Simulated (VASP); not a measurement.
A run of VASP 6.6.1:

Contents of INCAR:

```
SYSTEM = LiBN
PREC = Accurate ; ENCUT = 520
EDIFF = 1E-6 ; ISMEAR = 1
SIGMA = 0.1495 ; LREAL = .FALSE.
LASPH = .TRUE. ; NELM = 100
ALGO = Normal ; ISIF = 2
LWAVE = .FALSE. ; LCHARG = .FALSE.
GGA = PE ; NBANDS = 20
```

The input KPOINTS:

```
Automatic mesh
0
G
  7 8 3
  0 0 0
```

Contents of POSCAR:

```
LiBN
1.0
    3.2157690000      0.0000000000      0.0000000000
    0.0000000000      2.7977810000      0.0000000000
    0.0000000000      0.0000000000      6.7979600000
Li N B
2 2 2
Direct
    0.0000000000      0.5000000000      0.2032694080
    0.5000000000      0.0000000000      0.7967305920
    0.0000000000      0.0000000000      0.9925258756
    0.5000000000      0.5000000000      0.0074741244
    0.0000000000      0.0000000000      0.5034223491
    0.5000000000      0.5000000000      0.4965776509
```

Potentials or basis: VASP PAW PBE potentials, release 64 (Li_sv, N, B).

Run with:

```sh
$ cat potpaw_PBE.64/Li_sv/POTCAR potpaw_PBE.64/N/POTCAR potpaw_PBE.64/B/POTCAR > POTCAR
$ mpirun -np 1 vasp_std > vasp.out
```

Hardware: 1 thread of Intel(R) Xeon(R) 6975P-C (Granite Rapids), with other jobs on the host.

Question: Estimate the wall time of this run.

Answer: Run time: 17 s on 1 thread of Intel(R) Xeon(R) 6975P-C (Granite Rapids), on a shared host, peak memory 0.19 GiB. Counts: scf iterations 14, k points 40.
